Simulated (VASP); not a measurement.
Input of a VASP 6.6.1 run:

INCAR

```
SYSTEM = Cu3AgIr2Pd4Pt2
ALGO = Normal
EDIFF = 1E-6
ENCUT = 600
GGA = PE
GGA_COMPAT = .FALSE.
ISIF = 2
ISMEAR = 0
ISYM = 0
LASPH = .TRUE.
LCHARG = .TRUE.
LELF = .TRUE.
LREAL = .FALSE.
LVHAR = .TRUE.
LWAVE = .FALSE.
NBANDS = 73
NELM = 120
PREC = Accurate
SIGMA = 0.1
```

Contents of KPOINTS:

```
Automatic mesh
0
Gamma
  3 3 2
  0 0 0.5
```

File POSCAR:

```
Cu3AgIr2Pd4Pt2
1.0
   -3.8557070491     -3.8634513620     -0.0191437586
    0.0141512703      3.8684438503      3.9261605818
   -3.8671154468      3.8557160012     -3.9275840029
Cu Pd Ag Ir Pt
3 4 1 2 2
Direct
    0.8292857664      0.1648649807      0.6677718899
    0.6656789869      0.3304502602      0.3354238145
    0.4991498114      0.4949631654      0.9985589274
    0.5049238995      0.9973170408     -0.0031273139
    0.3282482525      0.1664025684      0.6688376541
    0.0019391490      0.4934293577     -0.0020154735
    0.1625406557      0.8285099785      0.3339629796
    0.6639683157      0.8304964839      0.3328629610
    0.0060750871      0.9966700377      1.0025251650
    0.3229737008      0.6613007961      0.6628852050
    0.1653350794      0.3291473727      0.3309363452
    0.8249948416      0.6653550419      0.6741770562
```

Potentials or basis: VASP PAW PBE potentials, release 64 (Cu, Pd, Ag, Ir, Pt).

Launch:

```sh
$ cat potpaw_PBE.64/Cu/POTCAR potpaw_PBE.64/Pd/POTCAR potpaw_PBE.64/Ag/POTCAR potpaw_PBE.64/Ir/POTCAR potpaw_PBE.64/Pt/POTCAR > POTCAR
$ mpirun -np 1 vasp_std > vasp.out
```

(1) What does it give for the largest force?

(2) Predict the band gap on the k mesh.

(3) Estimate the pressure.

## Answers

(1) 0.023 eV/Å.

(2) zero (bands 61 and 62 overlap by 0.41 eV).

(3) -0.1 GPa.

Caveat: the k points lie up to 0.47 Å⁻¹ apart; spin-orbit coupling is left out, which moves the levels of the heavy elements.
